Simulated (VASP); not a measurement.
Write the native input for VASP 6.6.1 that does the following.

```yaml
Task: single point
Functional: PBEsol
Potentials_or_basis: VASP PAW PBE potentials, release 64 (Mo_sv, S)
Cutoff: 520 eV
k_mesh: 7 × 7 × 7
Occupations: methfessel-paxton, width 0.1 eV
Spin: no spin polarisation
Dipole_correction: no
Further_INCAR_settings: ALGO = Normal; EDIFF = 1e-06; NBANDS = 20
```

The structure of MoS2 lies in POSCAR:

```
MoS2
1.0
    1.5855000000      0.9153900000      6.1150000000
   -1.5855000000      0.9153900000      6.1150000000
    0.0000000000     -1.8307800000      6.1150000000
Mo S
1 2
Direct
    0.0000000000      0.0000000000      0.0000000000
    0.7500000000      0.7500000000      0.7500000000
    0.2500000000      0.2500000000      0.2500000000
```

These files were run (other wordings do the same):

INCAR

```
  ALGO = Normal
  EDIFF = 1E-6
  ENCUT = 520
  GGA = PS
  ISIF = 2
  ISMEAR = 1
  LASPH = True
  LCHARG = True
  LELF = True
  LREAL = False
  LVHAR = True
  LWAVE = False
  NBANDS = 20
  NELM = 60
  PREC = Accurate
  SIGMA = 0.1
```

KPOINTS

```
k-points
0
Gamma
  7 7 7
```

Potentials or basis: VASP PAW PBE potentials, release 64 (Mo_sv, S).

The run is started by

```sh
$ cat potpaw_PBE.64/Mo_sv/POTCAR potpaw_PBE.64/S/POTCAR > POTCAR
$ mpirun -np 1 vasp_std > vasp.out
```

It gave:

The pressure is 3.1 GPa. The largest force is 0.771 eV/Å. The band gap on the k mesh is zero (bands 13 and 14 overlap by 0.49 eV).

Caveat: the cell stands under pressure; the PAW data sets were made with another functional, which shifts forces and pressure a little.

Run time: 4.3 min on 1 thread of Intel Xeon 8259CL (shared host), peak memory 0.33 GiB.
